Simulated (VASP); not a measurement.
Input of a VASP 6.6.1 run:

Contents of INCAR:

```
SYSTEM = C
PREC = Accurate ; ENCUT = 600
EDIFF = 1E-6 ; ISMEAR = -1
SIGMA = 0.02 ; LREAL = .FALSE.
LASPH = .TRUE. ; NELM = 120
ALGO = Normal ; ISIF = 2
LWAVE = .FALSE. ; LCHARG = .FALSE.
NBANDS = 16 ; GGA_COMPAT = .FALSE.
```

The input KPOINTS:

```
Automatic mesh
0
G
  10 7 10
  0 0 0
```

The input POSCAR:

```
C
1.0
   -1.7658745511      1.7658745511      0.0000000000
    0.0000000000      0.0000000000      3.5317491022
    1.7658745511      1.7658745511      0.0000000000
C
4
Direct
    0.5000000000      0.3750000000      0.2500000000
    0.0000000000      0.8750000000      0.7500000000
    0.0000000000      0.1250000000      0.2500000000
    0.5000000000      0.6250000000      0.7500000000
```

Potentials or basis: VASP PAW LDA potentials, release 64 (C).

Run with:

```bash
$ cat potpaw_LDA.64/C/POTCAR > POTCAR
$ mpirun -np 1 vasp_std > vasp.out
```

Question: Predict the pressure.

Answer: 0.8 GPa.

Question: Predict the band gap on the k mesh.

Answer: 4.17 eV.

A k mesh can miss the band edges.
